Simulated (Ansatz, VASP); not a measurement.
## One calculation of Ca, two programs

```
CELL_PARAMETERS angstrom
0.00000 2.78441 2.78441
2.78441 0.00000 2.78441
2.78441 2.78441 0.00000
ATOMIC_POSITIONS crystal
Ca 0.00000 0.00000 0.00000
```

Alike in both runs: functional r2SCAN; k mesh 14 × 14 × 14; occupations gaussian, width 0.1 eV; no spin polarisation.

Ansatz relaxed the structure, and its values are those at the end. VASP's run is a single point on that final structure, the one shown.

```csv
,VASP,Ansatz
version,VASP 6.6.1,Ansatz 0.2.0
potentials or method,"VASP PAW PBE potentials, release 64 (Ca_sv), cutoff 520 eV","scalar-relativistic, plane waves, PAW"
valence electrons in the cell,10,10
```

```csv
,VASP,Ansatz,Ansatz less VASP
gap on the k mesh at the Fermi level (eV),none,none,-
pressure (GPa),0.0,0.0,-0.05
```

VASP's potentials were made for PBE, not for r2SCAN. A gap of «none» marks a metal or a gap that the smearing closes.
